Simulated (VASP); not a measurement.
Set up this calculation in VASP 6.6.1, as the native input.

```
Task                   : single point
Functional             : PBE
Potentials or basis    : VASP PAW PBE potentials, release 64 (Ge_d)
Cutoff                 : 520 eV
k mesh                 : 12 × 12 × 12
Occupations            : fermi-dirac, width 0.05 eV
Spin                   : no spin polarisation
Dipole correction      : no
Further INCAR settings : ALGO = Normal; EDIFF = 1e-06; NBANDS = 21
```

The structure of Ge lies in POSCAR:

```
Ge
1.0
    0.0000000000      2.6650994544      2.6650994544
    2.6650994544      0.0000000000      2.6650994544
    2.6650994544      2.6650994544      0.0000000000
Ge
2
Direct
   -0.1250000000     -0.1250000000     -0.1250000000
    0.1250000000      0.1250000000      0.1250000000
```

The input as run:

INCAR

```
SYSTEM = Ge
  PREC = Accurate
  ENCUT = 520
  EDIFF = 1E-6
  ISMEAR = -1
  SIGMA = 0.05
  LREAL = .False.
  LASPH = .True.
  NELM = 100
  ALGO = Normal
  ISIF = 2
  LWAVE = .False.
  LCHARG = .True.
  GGA = PE
  LELF = .True.
  LVHAR = .True.
  NBANDS = 21
```

KPOINTS

```
Automatic mesh
0
Gamma
  12 12 12
  0 0 0
```

Potentials or basis: VASP PAW PBE potentials, release 64 (Ge_d).

Launch:

```bash
$ cat potpaw_PBE.64/Ge_d/POTCAR > POTCAR
$ mpirun -np 1 vasp_std > vasp.out
```

Results of the run:

```json
{"Pressure": "23.9 GPa", "Band gap on the k mesh": "0.27 eV (least direct gap 1.78 eV)"}
```

Caveat: the cell stands under pressure.

Run time: 73 s on 1 thread of Intel Xeon 8259CL (shared host), peak memory 0.18 GiB.
